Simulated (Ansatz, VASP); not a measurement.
## Na4Ru in VASP and in Ansatz

```
Na Ru
1.0
     5.42230    0.00000    0.00000
     0.00000    5.42230    0.00000
     0.00000    0.00000    5.42230
Na Ru
4 1
Direct
  0.00000 0.50000 0.50000
  0.50000 0.00000 0.50000
  0.50000 0.50000 0.00000
  0.50000 0.50000 0.50000
  0.00000 0.00000 0.00000
```

Alike in both runs: functional PBE; k mesh 8 × 8 × 8; occupations gaussian, width 0.1 eV; collinear spin.

Ansatz relaxed the structure, and its values are those at the end. VASP's run is a single point on that final structure, the one shown.

```csv
,VASP,Ansatz
version,VASP 6.6.1,Ansatz 0.2.0
potentials or method,"VASP PAW PBE potentials, release 64 (Na_pv, Ru_pv), cutoff 520 eV","scalar-relativistic, plane waves, PAW"
valence electrons in the cell,42,52
```

|  | VASP | Ansatz | Ansatz less VASP |
| --- | --- | --- | --- |
| gap on the k mesh at the Fermi level (eV) | none | none | - |
| pressure (GPa) | 0.0 | 0.0 | 0.00 |
| net moment per atom (μB) | 0.45 | 0.45 | 0.000 |
| size of the moment on the site where the two differ most (μB) | 2.16 | 2.39 | +0.230 |

Site moments also hang on the region over which each program counts them. A gap of «none» marks a metal or a gap that the smearing closes. The functional is the same, so the differences come from potentials, cutoffs and numerics. VASP's potentials hold 42 valence electrons a cell and Ansatz's 52, so a difference there can come from the potentials and not from the codes.
